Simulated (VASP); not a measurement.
# AlN (F-43m) in VASP: further runs, part 2 of 2

VASP 6.6.1. Earlier steps stand in the parts before.

## 3. Single point, PBE (B replaced by Al, lengths x 1.143, strained)

The input, INCAR:

```
PREC = Accurate
ENCUT = 600
EDIFF = 1E-6
ISMEAR = 0
SIGMA = 0.02
LREAL = F
LASPH = T
NELM = 120
ALGO = Normal
ISIF = 2
LWAVE = F
LCHARG = F
GGA = PE
NBANDS = 11
GGA_COMPAT = F
```

The input, KPOINTS:

```
regular mesh
0
Gamma
  10 10 10
```

The input, POSCAR:

```
AlN
1.0
    0.0000000000      2.0886705391      2.0886705391
    2.0886705391      0.0000000000      2.0886705391
    2.0886705391      2.0886705391      0.0000000000
Al N
1 1
Direct
    0.0000000000      0.0000000000      0.0000000000
    0.7500000000      0.7500000000      0.7500000000
```

Potentials or basis: VASP PAW PBE potentials, release 64 (Al, N).

Launch:

```console
cat potpaw_PBE.64/Al/POTCAR potpaw_PBE.64/N/POTCAR > POTCAR
mpirun -np 1 vasp_std > vasp.out
```

OUTCAR:

```text
PREC = Accurate
   ENCUT = 600
   EDIFF = 1E-6
   ISMEAR = 0
   LREAL = F
   LASPH = T
   NELM = 120
   ISIF = 2
   GGA = PE

 ion  position               nearest neighbor table
   1  0.000  0.000  0.000-   2 1.81   2 1.81   2 1.81   2 1.81
   2  0.750  0.750  0.750-   1 1.81   1 1.81   1 1.81   1 1.81

  LATTYP: Found a face centered cubic cell.
 ALAT       =     4.1773410782

  Lattice vectors:

 A1 = (   0.0000000000,   2.0886705391,   2.0886705391)
 A2 = (   2.0886705391,   0.0000000000,   2.0886705391)
 A3 = (   2.0886705391,   2.0886705391,   0.0000000000)

Analysis of symmetry for initial positions (statically):
=====================================================================
 Subroutine PRICEL returns:
 Original cell was already a primitive cell.

 Routine SETGRP: Setting up the symmetry group for a
 face centered cubic supercell.

 Subroutine GETGRP returns: Found 24 space group operations
 (whereof 24 operations were pure point group operations)
 out of a pool of 48 trial point group operations.

The static configuration has the point symmetry T_d .

Analysis of symmetry for dynamics (positions and initial velocities):
=====================================================================
 Subroutine PRICEL returns:
 Original cell was already a primitive cell.

 Routine SETGRP: Setting up the symmetry group for a
 face centered cubic supercell.

 Subroutine GETGRP returns: Found 24 space group operations
 (whereof 24 operations were pure point group operations)
 out of a pool of 48 trial point group operations.

The dynamic configuration has the point symmetry T_d .

 Subroutine INISYM returns: Found 24 space group operations
 (whereof 24 operations are pure point group operations),
 and found     1 'primitive' translations

----------------------------------------------------------------------------------------

                                     Primitive cell

  volume of cell :      18.2238

  direct lattice vectors                    reciprocal lattice vectors
     0.000000000  2.088670539  2.088670539    -0.239386725  0.239386725  0.239386725
     2.088670539  0.000000000  2.088670539     0.239386725 -0.239386725  0.239386725
     2.088670539  2.088670539  0.000000000     0.239386725  0.239386725 -0.239386725

  length of vectors
     2.953826204  2.953826204  2.953826204     0.414629970  0.414629970  0.414629970

  position of ions in fractional coordinates (direct lattice)
     0.000000000  0.000000000  0.000000000
     0.750000000  0.750000000  0.750000000

  ion indices of the primitive-cell ions
   primitive index   ion index
                 1           1
                 2           2

----------------------------------------------------------------------------------------

 KPOINTS: regular mesh

Automatic generation of k-mesh.
 Grid dimensions read from file:
 generate k-points for:   10   10   10

 Generating k-lattice:

  Cartesian coordinates                     Fractional coordinates (reciprocal lattice)
    -0.023938673  0.023938673  0.023938673     0.100000000  0.000000000  0.000000000
     0.023938673 -0.023938673  0.023938673     0.000000000  0.100000000  0.000000000
     0.023938673  0.023938673 -0.023938673     0.000000000  0.000000000  0.100000000

  Length of vectors
     0.041462997  0.041462997  0.041462997

  Shift w.r.t. Gamma in fractional coordinates (k-lattice)
     0.000000000  0.000000000  0.000000000

 Subroutine IBZKPT returns following result:
 ===========================================

 Found     47 irreducible k-points:

 Following reciprocal coordinates:
            Coordinates               Weight
  0.000000  0.000000  0.000000      1.000000
  0.100000  0.000000  0.000000      8.000000
  0.200000  0.000000  0.000000      8.000000
  0.300000  0.000000  0.000000      8.000000
  0.400000  0.000000  0.000000      8.000000
  0.500000  0.000000  0.000000      4.000000
[... 16 lines left out ...]
  0.300000  0.300000  0.000000      6.000000
  0.400000  0.300000  0.000000     24.000000
 [... further k-points ...]
   k-points           NKPTS =     47   k-points in BZ     NKDIM =     47   number of bands    NBANDS=     11
   number of dos      NEDOS =    301   number of ions     NIONS =      2
   total plane-waves  NPLWV =  13824
   dimension x,y,z NGX =    24 NGY =   24 NGZ =   24
   dimension x,y,z NGXF=    48 NGYF=   48 NGZF=   48
   ions per type =               1   1
   NGX,Y,Z   is equivalent  to a cutoff of  13.51, 13.51, 13.51 a.u.
   NGXF,Y,Z  is equivalent  to a cutoff of  27.02, 27.02, 27.02 a.u.
 SYSTEM =  unknown system
   PREC   = accura    normal or accurate (medium, high low for compatibility)
   ISTART =      0    job   : 0-new  1-cont  2-samecut
   ICHARG =      2    charge: 1-file 2-atom 10-const
   ISPIN  =      1    spin polarized calculation?
   LNONCOLLINEAR =      F non collinear calculations
   LSORBIT =      F    spin-orbit coupling
   LASPH  =      T    aspherical Exc in radial PAW
   ENCUT  =  600.0 eV  44.10 Ry    6.64 a.u.   5.90  5.90  5.90*2*pi/ulx,y,z
   NELM   =    120;   NELMIN=  2; NELMDL= -5     # of ELM steps
   EDIFF  = 0.1E-05   stopping-criterion for ELM
   LREAL  =      F    real-space projection
   EDIFFG = 0.1E-04   stopping-criterion for IOM
   NSW    =      0    number of steps for IOM
   IBRION =     -1    ionic relax: 0-MD 1-quasi-New 2-CG
   NFREE  =      0    steps in history (QN), initial steepest desc. (CG)
   ISIF   =      2    stress and relaxation
   ISYM   =      2    0-nonsym 1-usesym 2-fastsym
   POTIM  = 0.5000    time-step for ionic-motion
   TEBEG  =    0.0;   TEEND  =   0.0 temperature during run
   PSTRESS=    0.0 pullay stress
   NELECT =       8.0000    total number of electrons
   NUPDOWN=      -1.0000    fix difference up-down
   EMIN   =  10.00;   EMAX   =-10.00  energy-range for DOS
   EFERMI =   0.00;   METHOD = LEGACY
   ISMEAR =     0;   SIGMA  =   0.02  broadening in eV -4-tet -1-fermi 0-gaus
   EFERMI_NEDOS =   21; number of points for ismear=-14 and -15
   IALGO  =     38    algorithm
   IMIX   =      4    mixing-type and parameters
     AMIX     =   0.40;   BMIX     =  1.00
     AMIX_MAG =   1.60;   BMIX_MAG =  1.00
  volume/ion in A,a.u.               =       9.11        61.49
  Fermi-wavevector in a.u.,A,eV,Ry     =   1.244204  2.351204 21.062408  1.548043
  Thomas-Fermi vector in A             =   2.378481
   LORBIT       =      0    0 simple, 1 ext, 2 COOP (PROOUT), +10 PAW based schemes
   GGA     = PE    functional components
   LHFCALC =     F    Hartree Fock is set to
   AEXX    =    0.0000 exact exchange contribution
   IVDW    =     0    specifies the selected vdW correction
   LEPSILON=     F    determine dielectric tensor
   LRPA    =     F    only Hartree local field effects (RPA)
 non-spin polarized calculation
 Gauss-broadening in eV      SIGMA  =   0.02
  energy-cutoff  :      600.00
  volume of cell :       18.22
 maximum number of plane-waves:       620
   NGX = 11   NGY = 11   NGZ = 11

 number of electron       8.0000002 magnetization

 Free energy of the ion-electron system (eV)
  ---------------------------------------------------
  ext. energy  EPLUGINS =         0.00000000
  ---------------------------------------------------
  free energy    TOTEN  =       -14.49731925 eV

  energy without entropy =      -14.49731925  energy(sigma->0) =      -14.49731925

 E-fermi :   7.3851     XC(G=0): -11.5321

 val. band max:        7.3052919611   @ k =   0.0000   0.0000   0.0000
 cond. band min:      10.6800737202   @ k =   0.5000   0.5000   0.0000
 fundamental gap:      3.3747817592
 Fermi energy:         7.3851134336

 k-point     1 :       0.0000    0.0000    0.0000
  band No.  band energies     occupation
      1      -8.4918      2.00000
      2       7.3053      2.00000
      3       7.3053      2.00000
      4       7.3053      2.00000
      5      12.7429      0.00000
      6      21.2522      0.00000
      7      21.2522      0.00000
      8      21.2522      0.00000
      9      26.0985      0.00000
     10      26.0985      0.00000
     11      27.7923      0.00000
[... 309 lines left out ...]
 k-point    24 :       0.4000    0.3000    0.0000
  band No.  band energies     occupation
      1      -6.1007      2.00000
      2       2.8711      2.00000
      3       5.4647      2.00000
      4       5.7958      2.00000
      5      12.5119      0.00000
      6      17.7178      0.00000
      7      21.3283      0.00000
      8      23.4195      0.00000
      9      24.0536      0.00000
     10      30.2191      0.00000
     11      33.1720      0.00000

 [... further k-points ...]
[... 5 lines left out ...]
  --------------------------------------------------------------------------------------
  -------------------------------------------------------------------------------------
  Total        4.6763910      4.6763910      4.6763910      0.0000000      0.0000000      0.0000000
  in kB      411.1322815    411.1322815    411.1322815      0.0000000      0.0000000      0.0000000
  external PRESSURE =     411.1322815 kB  Pullay stress =       0.0000000 kB

 VOLUME and BASIS-vectors are now :
 -----------------------------------------------------------------------------
  energy-cutoff  :      600.00
  volume of cell :       18.22
      direct lattice vectors                 reciprocal lattice vectors
     0.000000000  2.088670539  2.088670539    -0.239386725  0.239386725  0.239386725
     2.088670539  0.000000000  2.088670539     0.239386725 -0.239386725  0.239386725
     2.088670539  2.088670539  0.000000000     0.239386725  0.239386725 -0.239386725

 POSITION                                       TOTAL-FORCE (eV/Angst)
 -----------------------------------------------------------------------------------
      0.00000      0.00000      0.00000         0.000000      0.000000      0.000000
      3.13301      3.13301      3.13301        -0.000000     -0.000000     -0.000000
 -----------------------------------------------------------------------------------
    total drift:                               -0.000000     -0.000000     -0.000000

  FREE ENERGIE OF THE ION-ELECTRON SYSTEM (eV)
  ---------------------------------------------------
  free  energy   TOTEN  =       -14.4973192492 eV

  energy  without entropy=      -14.4973192492  energy(sigma->0) =      -14.49731925
```

stdout:

```text
POSCAR found type information on POSCAR AlN
 POSCAR found :  2 types and       2 ions
 scaLAPACK will be used
 LDA part: xc-table for (Slater+PW92), standard interpolation
 POSCAR, INCAR and KPOINTS ok, starting setup
 FFT: planning ... GRIDC
 FFT: planning ... GRID_SOFT
 FFT: planning ... GRID
 WAVECAR not read
 entering main loop
```

It took 4.7 s on 1 thread of Intel Xeon 6975P-C, shared host; peak memory 0.14 GiB.

What came out:

* Free energy: -14.4973 eV
* Pressure: 41.1 GPa
* Band gap on the k mesh: 3.37 eV, indirect (least direct gap 5.28 eV)

Caveat: the cell differs from its parent crystal (B replaced by Al, lengths x 1.143, strained). A k mesh can miss the band edges.
